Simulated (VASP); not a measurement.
Set up this calculation in VASP 6.6.1, as the native input.

- Task: single point
- Functional: PBEsol
- Dispersion: D3(BJ)
- Potentials or basis: VASP PAW PBE potentials, release 64 (W_sv, S)
- Cutoff: 520 eV
- k mesh: 12 × 12 × 2
- Occupations: gaussian, width 0.05 eV
- Spin: no spin polarisation
- Dipole correction: no
- Further INCAR settings: ALGO = Normal; EDIFF = 1e-06; NBANDS = 20

The structure of WS2 lies in POSCAR:

```
WS2
1.0
    3.1239380587      0.0000000000      0.0000000000
   -1.5619690294      2.7054097187      0.0000000000
    0.0000000000      0.0000000000     16.9375357456
W S
1 2
Direct
    0.3333333333      0.6666666667      0.0008072152
    0.6666666667      0.3333333333      0.9048367852
    0.6666666667      0.3333333333      0.0905344422
```

This cell differs from its parent crystal: atoms displaced along a vibrational mode.

The input as run:

INCAR

```
SYSTEM = WS2
  ALGO = Normal
  EDIFF = 1E-6
  ENCUT = 520
  GGA = PS
  ISIF = 2
  ISMEAR = 0
  IVDW = 12
  LASPH = .TRUE.
  LCHARG = .FALSE.
  LREAL = .FALSE.
  LWAVE = .FALSE.
  NBANDS = 20
  NELM = 60
  PREC = Accurate
  SIGMA = 0.05
```

KPOINTS

```
k-points
0
G
  12 12 2
  0 0 0
```

Potentials or basis: VASP PAW PBE potentials, release 64 (W_sv, S).

Run with:

```console
$ cat potpaw_PBE.64/W_sv/POTCAR potpaw_PBE.64/S/POTCAR > POTCAR
$ mpirun -np 1 vasp_std > vasp.out
```

It gave:

* Largest force: 1.809 eV/Å
* Band gap on the k mesh: 1.97 eV (least direct gap 2.04 eV)
* Dispersion energy per atom: -0.253 eV

Caveat: the cell differs from its parent crystal (atoms displaced along a vibrational mode); the PAW data sets were made with another functional, which shifts forces and pressure a little; spin-orbit coupling is left out, which moves the levels of the heavy elements.

Wall time 2.8 min on 1 thread of Intel Xeon 8259CL (shared host), peak memory 0.31 GiB.
